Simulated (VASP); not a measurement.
# Pb: single point with PBEsol

The system is Pb.

```
CELL_PARAMETERS angstrom
0.00000 2.47502 2.47502
2.47502 0.00000 2.47502
2.47502 2.47502 0.00000
ATOMIC_POSITIONS crystal
Pb 0.00000 0.00000 0.00000
```

```yaml
Program: VASP 6.6.1
Task: single point
Functional: PBEsol
Potentials_or_basis: VASP PAW PBE potentials, release 64 (Pb_d)
Cutoff: 520 eV
k_mesh: 9 × 9 × 9
Occupations: fermi-dirac, width 0.05 eV
Spin: no spin polarisation
```

```yaml
Pressure: -0.7 GPa
Band_gap_on_the_k_mesh: zero (band 7 reaches 14.51 eV, above the bottom of band 8 at 5.54 eV)
```

Levels at points of the mesh, in eV from the Fermi level:
```
           k point  band 5  band 6  band 7  band 8  band 9  band 10
(0.00, 0.00, 0.00)  -16.70  -11.62    7.56    7.56    7.56     9.92
```

It took 5.1 s on 1 thread of Intel(R) Xeon(R) 6975P-C (Granite Rapids) (shared host), peak memory 0.15 GiB.

Caveat: the PAW data sets were made with another functional, which shifts forces and pressure a little; spin-orbit coupling is left out, which moves the levels of the heavy elements.
